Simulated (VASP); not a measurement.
Input of a VASP 6.6.1 run:

INCAR

```
  ALGO = Normal
  EDIFF = 1E-6
  ENCUT = 520
  GGA = CA
  ISIF = 2
  ISMEAR = -1
  LASPH = True
  LCHARG = False
  LREAL = False
  LWAVE = False
  NBANDS = 15
  NELM = 100
  PREC = Accurate
  SIGMA = 0.01
```

The input KPOINTS:

```
k-points
0
Gamma
  5 5 3
```

POSCAR

```
SiTe2
1.0
    3.7749627214      0.0000000000      0.0000000000
   -1.8874813607      3.2692140458      0.0000000000
    0.0000000000      0.0000000000      7.0315739241
Si Te
1 2
Direct
    0.0000000000      0.0000000000      0.0000000000
    0.3333333333      0.6666666667      0.7734080000
    0.6666666667      0.3333333333      0.2265920000
```

Potentials or basis: VASP PAW LDA potentials, release 64 (Si, Te).

Launch:

```sh
$ cat potpaw_LDA.64/Si/POTCAR potpaw_LDA.64/Te/POTCAR > POTCAR
$ mpirun -np 1 vasp_std > vasp.out
```

Question: What does it give for the band gap on the k mesh?

Answer: Zero (band 8 reaches 5.72 eV, above the bottom of band 9 at 5.12 eV).

Question: Estimate the pressure.

Answer: -1.4 GPa.

Question: What does it give for the largest force?

Answer: 0.166 eV/Å.

Forces in eV/Å, atoms in the order of the input:
```
Si   0.000  0.000  0.000
Te   0.000  0.000 -0.166
Te   0.000  0.000  0.166
```

Caveat: the k points lie up to 0.38 Å⁻¹ apart; spin-orbit coupling is left out, which moves the levels of the heavy elements.
